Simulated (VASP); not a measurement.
A run of VASP 6.6.1 is set up as follows.

The input INCAR:

```
SYSTEM = Sc
ALGO = Normal
EDIFF = 1E-7
ENCUT = 520
GGA = PS
ISIF = 2
ISMEAR = -1
LASPH = .TRUE.
LCHARG = .TRUE.
LELF = .TRUE.
LREAL = .FALSE.
LVHAR = .TRUE.
LWAVE = .FALSE.
NBANDS = 18
NELM = 60
PREC = Accurate
SIGMA = 0.05
```

Contents of KPOINTS:

```
k-points
0
G
  13 13 9
  0 0 0
```

Contents of POSCAR:

```
Sc
1.0
    2.2759444029      2.2759444029      0.0000000000
   -2.2759444029      2.2759444029      0.0000000000
    0.0000000000      0.0000000000      4.5518888058
Sc
2
Direct
    0.0000000000      0.0000000000      0.0000000000
    0.5000000000      0.5000000000      0.5000000000
```

Potentials or basis: VASP PAW PBE potentials, release 64 (Sc_sv).

Command:

```bash
$ cat potpaw_PBE.64/Sc_sv/POTCAR > POTCAR
$ mpirun -np 1 vasp_std > vasp.out
```

(1) Predict the pressure.

(2) Estimate the band gap on the k mesh.

## Answers

(1) 0.0 GPa.

(2) zero (bands 11 and 12 overlap by 1.02 eV).

Caveat: the PAW data sets were made with another functional, which shifts forces and pressure a little.
